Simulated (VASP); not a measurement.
# Te2Mo in VASP: further runs, part 2 of 2

VASP 6.6.1.

## 4. Single point, PBE

INCAR reads:

```
  ALGO = Normal
  EDIFF = 1E-6
  ENCUT = 520
  GGA = PE
  ISIF = 2
  ISMEAR = 0
  LASPH = True
  LCHARG = False
  LREAL = False
  LWAVE = False
  NBANDS = 49
  NELM = 100
  PREC = Accurate
  SIGMA = 0.011
```

KPOINTS reads:

```
k-points
0
Gamma
  9 9 1
```

POSCAR reads:

```
Te2Mo
1.0
    3.5624185427      0.0000000000      0.0000000000
   -1.7812092714      3.0851449569      0.0000000000
    0.0000000000      0.0000000000     31.5632657400
Te Mo
6 3
Direct
    0.0000000000      0.0000000000      0.0567620800
    0.3333333333      0.6666666667      0.2889862200
    0.3333333333      0.6666666667      0.8244042500
    0.3333333333      0.6666666667      0.1755957500
    0.3333333333      0.6666666667      0.7110137800
    0.0000000000      0.0000000000      0.9432379200
    0.3333333333      0.6666666667      0.0000000000
    0.0000000000      0.0000000000      0.2323060100
    0.0000000000      0.0000000000      0.7676939900
```

Potentials or basis: VASP PAW PBE potentials, release 64 (Te, Mo_sv).

Command:

```console
cat potpaw_PBE.64/Te/POTCAR potpaw_PBE.64/Mo_sv/POTCAR > POTCAR
mpirun -np 1 vasp_std > vasp.out
```

OUTCAR:

```text
EDIFF = 1E-6
   ENCUT = 520
   GGA = PE
   ISIF = 2
   ISMEAR = 0
   LASPH = True
   LREAL = False
   NELM = 100
   PREC = Accurate

 ion  position               nearest neighbor table
   1  0.000  0.000  0.057-   7 2.73   7 2.73   7 2.73   6 3.58
   2  0.333  0.667  0.289-   8 2.73   8 2.73   8 2.73   4 3.58
   3  0.333  0.667  0.824-   9 2.73   9 2.73   9 2.73   5 3.58
   4  0.333  0.667  0.176-   8 2.73   8 2.73   8 2.73   2 3.58
   5  0.333  0.667  0.711-   9 2.73   9 2.73   9 2.73   3 3.58
   6  0.000  0.000  0.943-   7 2.73   7 2.73   7 2.73   1 3.58
   7  0.333  0.667  0.000-   1 2.73   6 2.73   1 2.73   6 2.73   1 2.73   6 2.73
   8  0.000  0.000  0.232-   2 2.73   2 2.73   2 2.73   4 2.73   4 2.73   4 2.73
   9  0.000  0.000  0.768-   5 2.73   5 2.73   5 2.73   3 2.73   3 2.73   3 2.73

  LATTYP: Found a hexagonal cell.
 ALAT       =     3.5624185427
 C/A-ratio  =     8.8600666546

  Lattice vectors:

 A1 = (   3.5624185427,   0.0000000000,   0.0000000000)
 A2 = (  -1.7812092714,   3.0851449569,   0.0000000000)
[... 184 lines left out ...]

 k-point     1 :       0.0000    0.0000    0.0000
  band No.  band energies     occupation
      1     -57.2433      2.00000
      2     -57.2427      2.00000
      3     -57.2427      2.00000
      4     -31.3863      2.00000
      5     -31.3861      2.00000
      6     -31.3861      2.00000
[... 613 lines left out ...]
     48       5.9306      0.00000
     49       7.3004      0.00000

------------------------ aborting loop because EDIFF is reached ----------------------------------------

  FORCE on cell =-STRESS in cart. coord.  units (eV):
  Direction    XX          YY          ZZ          XY          YZ          ZX
  --------------------------------------------------------------------------------------
  -------------------------------------------------------------------------------------
  Total        0.5090490      0.5090490      2.6231112     -0.0000000      0.0000000     -0.0000000
  in kB        2.3510815      2.3510815     12.1150394     -0.0000000      0.0000000     -0.0000000
  external PRESSURE =       5.6057342 kB  Pullay stress =       0.0000000 kB

 VOLUME and BASIS-vectors are now :
 -----------------------------------------------------------------------------
  energy-cutoff  :      520.00
  volume of cell :      346.90
      direct lattice vectors                 reciprocal lattice vectors
     3.562418543  0.000000000  0.000000000     0.280708173  0.162066939  0.000000000
    -1.781209271  3.085144957  0.000000000     0.000000000  0.324133878  0.000000000
     0.000000000  0.000000000 31.563265740     0.000000000  0.000000000  0.031682400

 POSITION                                       TOTAL-FORCE (eV/Angst)
 -----------------------------------------------------------------------------------
      0.00000      0.00000      1.79160         0.000000     -0.000000      0.191568
     -0.00000      2.05676      9.12135        -0.000000      0.000000      0.229857
     -0.00000      2.05676     26.02089         0.000000     -0.000000      0.217921
     -0.00000      2.05676      5.54238         0.000000     -0.000000     -0.217921
     -0.00000      2.05676     22.44192        -0.000000      0.000000     -0.229857
      0.00000      0.00000     29.77167         0.000000     -0.000000     -0.191568
     -0.00000      2.05676      0.00000        -0.000000      0.000000     -0.000000
      0.00000      0.00000      7.33234         0.000000     -0.000000      0.013266
      0.00000      0.00000     24.23093         0.000000     -0.000000     -0.013266
 -----------------------------------------------------------------------------------
    total drift:                                0.000001     -0.000000     -0.000000

  FREE ENERGIE OF THE ION-ELECTRON SYSTEM (eV)
  ---------------------------------------------------
  free  energy   TOTEN  =       -54.0820149557 eV

  energy  without entropy=      -54.0820149557  energy(sigma->0) =      -54.08201496
```

OSZICAR:

```text
N       E                     dE             d eps       ncg     rms          rms(c)
DAV:   1     0.555825122332E+03    0.55583E+03   -0.39475E+04  1520   0.135E+03
DAV:   2    -0.159352795052E+02   -0.57176E+03   -0.55215E+03  1442   0.299E+02
DAV:   3    -0.543103875916E+02   -0.38375E+02   -0.37428E+02  1480   0.648E+01
DAV:   4    -0.560059873328E+02   -0.16956E+01   -0.16744E+01  1672   0.125E+01
[... 15 lines left out ...]
DAV:  20    -0.540819687062E+02   -0.70987E-04   -0.24734E-06  1104   0.390E-03    0.280E-03
DAV:  21    -0.540819941019E+02   -0.25396E-04   -0.49601E-07   904   0.296E-03    0.304E-03
DAV:  22    -0.540820087435E+02   -0.14642E-04   -0.54029E-07   872   0.221E-03    0.302E-03
DAV:  23    -0.540820142338E+02   -0.54903E-05   -0.20832E-07   808   0.133E-03    0.119E-03
DAV:  24    -0.540820149557E+02   -0.72184E-06   -0.42676E-08   752   0.682E-04
   1 F= -.54082015E+02 E0= -.54082015E+02  d E =-.342745E-27
```

It took 8 min on 1 thread of AMD EPYC 7R43 (Zen 3), shared host; peak memory 0.51 GiB.

What came out:

| Quantity | Value |
| --- | --- |
| Free energy | -54.0820 eV |
| Largest force | 0.230 eV/Å |
| Band gap on the k mesh | 1.00 eV |

Forces in eV/Å, atoms in the order of the input:
```
Te   0.000  0.000  0.192
Te   0.000  0.000  0.230
Te   0.000  0.000  0.218
Te   0.000  0.000 -0.218
Te   0.000  0.000 -0.230
Te   0.000  0.000 -0.192
Mo   0.000  0.000  0.000
Mo   0.000  0.000  0.013
Mo   0.000  0.000 -0.013
```

Caveat: spin-orbit coupling is left out, which moves the levels of the heavy elements.

## 5. Single point, PBE

INCAR reads:

```
SYSTEM = Te2Mo
  PREC = Accurate
  ENCUT = 520
  EDIFF = 1E-6
  ISMEAR = -1
  SIGMA = 0.05
  LREAL = .FALSE.
  LASPH = .TRUE.
  NELM = 60
  ALGO = Normal
  ISIF = 2
  LWAVE = .FALSE.
  LCHARG = .FALSE.
  GGA = PE
  NBANDS = 49
```

KPOINTS reads:

```
regular mesh
0
G
  9 9 1
  0 0 0
```

POSCAR is that of step 4.

Potentials or basis: VASP PAW PBE potentials, release 64 (Te, Mo_sv).

Command:

```console
cat potpaw_PBE.64/Te/POTCAR potpaw_PBE.64/Mo_sv/POTCAR > POTCAR
mpirun -np 1 vasp_std > vasp.out
```

OUTCAR:

```text
SYSTEM = Te2Mo
   PREC = Accurate
   ENCUT = 520
   EDIFF = 1E-6
   ISMEAR = -1
   LREAL = .FALSE.
   LASPH = .TRUE.
   NELM = 60
   ISIF = 2
   GGA = PE

 ion  position               nearest neighbor table
   1  0.000  0.000  0.057-   7 2.73   7 2.73   7 2.73   6 3.58
   2  0.333  0.667  0.289-   8 2.73   8 2.73   8 2.73   4 3.58
   3  0.333  0.667  0.824-   9 2.73   9 2.73   9 2.73   5 3.58
   4  0.333  0.667  0.176-   8 2.73   8 2.73   8 2.73   2 3.58
   5  0.333  0.667  0.711-   9 2.73   9 2.73   9 2.73   3 3.58
   6  0.000  0.000  0.943-   7 2.73   7 2.73   7 2.73   1 3.58
   7  0.333  0.667  0.000-   1 2.73   6 2.73   1 2.73   6 2.73   1 2.73   6 2.73
   8  0.000  0.000  0.232-   2 2.73   2 2.73   2 2.73   4 2.73   4 2.73   4 2.73
   9  0.000  0.000  0.768-   5 2.73   5 2.73   5 2.73   3 2.73   3 2.73   3 2.73

  LATTYP: Found a hexagonal cell.
 ALAT       =     3.5624185427
 C/A-ratio  =     8.8600666546

  Lattice vectors:

 A1 = (   3.5624185427,   0.0000000000,   0.0000000000)
 A2 = (  -1.7812092714,   3.0851449569,   0.0000000000)
 A3 = (   0.0000000000,   0.0000000000,  31.5632657400)

Analysis of symmetry for initial positions (statically):
=====================================================================
 Subroutine PRICEL returns:
 Original cell was already a primitive cell.

 Routine SETGRP: Setting up the symmetry group for a
 hexagonal supercell.

 Subroutine GETGRP returns: Found 12 space group operations
 (whereof 12 operations were pure point group operations)
 out of a pool of 24 trial point group operations.

The static configuration has the point symmetry D_3h.

Analysis of symmetry for dynamics (positions and initial velocities):
=====================================================================
 Subroutine PRICEL returns:
[... 133 lines left out ...]
  Thomas-Fermi vector in A             =   2.127518
   LORBIT       =      0    0 simple, 1 ext, 2 COOP (PROOUT), +10 PAW based schemes
   GGA     = PE    functional components
   LHFCALC =     F    Hartree Fock is set to
   AEXX    =    0.0000 exact exchange contribution
   IVDW    =     0    specifies the selected vdW correction
   LEPSILON=     F    determine dielectric tensor
   LRPA    =     F    only Hartree local field effects (RPA)
 non-spin polarized calculation
  energy-cutoff  :      520.00
  volume of cell :      346.90
 maximum number of plane-waves:      9465
 NGX is ok and might be reduce to    28
   NGX = 13   NGY = 13   NGZ =117

 number of electron      78.0000000 magnetization

 Free energy of the ion-electron system (eV)
  ---------------------------------------------------
  ext. energy  EPLUGINS =         0.00000000
  ---------------------------------------------------
  free energy    TOTEN  =       -54.08201564 eV

  energy without entropy =      -54.08200741  energy(sigma->0) =      -54.08201152

 E-fermi :   3.9587     XC(G=0):  -7.2746

 val. band max:        3.4646918482   @ k =   0.0000   0.0000   0.0000
 cond. band min:       4.4665876851   @ k =   0.3333   0.3333   0.0000
 fundamental gap:      1.0018958368
 Fermi energy:         3.9587146478

 k-point     1 :       0.0000    0.0000    0.0000
  band No.  band energies     occupation
      1     -57.2433      2.00000
      2     -57.2427      2.00000
      3     -57.2427      2.00000
      4     -31.3863      2.00000
      5     -31.3861      2.00000
      6     -31.3861      2.00000
[... 613 lines left out ...]
     48       5.9306      0.00000
     49       7.3004      0.00000

------------------------ aborting loop because EDIFF is reached ----------------------------------------

  FORCE on cell =-STRESS in cart. coord.  units (eV):
  Direction    XX          YY          ZZ          XY          YZ          ZX
  --------------------------------------------------------------------------------------
  -------------------------------------------------------------------------------------
  Total        0.5090354      0.5090354      2.6230448     -0.0000000      0.0000000     -0.0000000
  in kB        2.3510191      2.3510191     12.1147330     -0.0000000      0.0000000     -0.0000000
  external PRESSURE =       5.6055904 kB  Pullay stress =       0.0000000 kB

 VOLUME and BASIS-vectors are now :
 -----------------------------------------------------------------------------
  energy-cutoff  :      520.00
  volume of cell :      346.90
      direct lattice vectors                 reciprocal lattice vectors
     3.562418543  0.000000000  0.000000000     0.280708173  0.162066939  0.000000000
    -1.781209271  3.085144957  0.000000000     0.000000000  0.324133878  0.000000000
     0.000000000  0.000000000 31.563265740     0.000000000  0.000000000  0.031682400

 POSITION                                       TOTAL-FORCE (eV/Angst)
 -----------------------------------------------------------------------------------
      0.00000      0.00000      1.79160        -0.000000     -0.000000      0.191567
     -0.00000      2.05676      9.12135        -0.000000      0.000000      0.229856
     -0.00000      2.05676     26.02089         0.000000      0.000000      0.217919
     -0.00000      2.05676      5.54238         0.000000     -0.000000     -0.217919
     -0.00000      2.05676     22.44192        -0.000000      0.000000     -0.229856
      0.00000      0.00000     29.77167         0.000000     -0.000000     -0.191567
     -0.00000      2.05676      0.00000         0.000000      0.000000      0.000000
      0.00000      0.00000      7.33234        -0.000000      0.000000      0.013265
      0.00000      0.00000     24.23093        -0.000000      0.000000     -0.013265
 -----------------------------------------------------------------------------------
    total drift:                                0.000001     -0.000000     -0.000000

  FREE ENERGIE OF THE ION-ELECTRON SYSTEM (eV)
  ---------------------------------------------------
  free  energy   TOTEN  =       -54.0820156389 eV

  energy  without entropy=      -54.0820074100  energy(sigma->0) =      -54.08201152
```

Wall time 8.9 min (1 thread of AMD EPYC 7R43 (Zen 3), shared host); peak memory 0.5 GiB.

What came out:

| Item | Value |
| --- | --- |
| Free energy | -54.0820 eV |
| Largest force | 0.230 eV/Å |
| Band gap on the k mesh | 1.00 eV |

Forces on the atoms (eV/Å):
```
Te   0.000  0.000  0.192
Te   0.000  0.000  0.230
Te   0.000  0.000  0.218
Te   0.000  0.000 -0.218
Te   0.000  0.000 -0.230
Te   0.000  0.000 -0.192
Mo   0.000  0.000  0.000
Mo   0.000  0.000  0.013
Mo   0.000  0.000 -0.013
```

Caveat: spin-orbit coupling is left out, which moves the levels of the heavy elements.

## 6. Overview

| task | level | potentials or basis | cell | k mesh | cutoff (eV) | smearing | gap on the mesh (eV) | largest force (eV/Å) |
| --- | --- | --- | --- | --- | --- | --- | --- | --- |
| relaxation of cell and atoms | LDA | VASP PAW LDA potentials, release 64 (Te, Mo_sv) | relaxed from a = 3.562, b = 3.562, c = 31.563 Å, angles 90.0, 90.0, 120.0°, 9 atoms, atomic positions A | 9 × 9 × 1 | 600 | fermi-dirac 0.05 eV | 0.86 | 0.01 |
| single point | RPBE+D4 | VASP PAW PBE potentials, release 64 (Te, Mo_sv) | a = 3.478, b = 3.478, c = 29.983 Å, angles 90.0, 90.0, 120.0°, 9 atoms, atomic positions B | 7 × 7 × 1 | 520 | fermi-dirac 0.05 eV | 0.76 | 0.01 |
| single point | PBE | VASP PAW PBE potentials, release 64 (Te, Mo_sv) | a = 3.562, b = 3.562, c = 31.563 Å, angles 90.0, 90.0, 120.0°, 9 atoms, atomic positions A | 9 × 9 × 1 | 520 | gaussian 0.011 eV | 1.00 | 0.23 |
| single point | PBE | VASP PAW PBE potentials, release 64 (Te, Mo_sv) | a = 3.562, b = 3.562, c = 31.563 Å, angles 90.0, 90.0, 120.0°, 9 atoms, atomic positions A | 9 × 9 × 1 | 520 | fermi-dirac 0.05 eV | 1.00 | 0.23 |

Alike in all rows: no spin polarisation.

Caveats: spin-orbit coupling is left out, which moves the levels of the heavy elements; the PAW data sets were made with another functional, which shifts forces and pressure a little (at least some runs).

Total energies depend on the potentials used, so only differences within one code and one set of settings carry meaning.
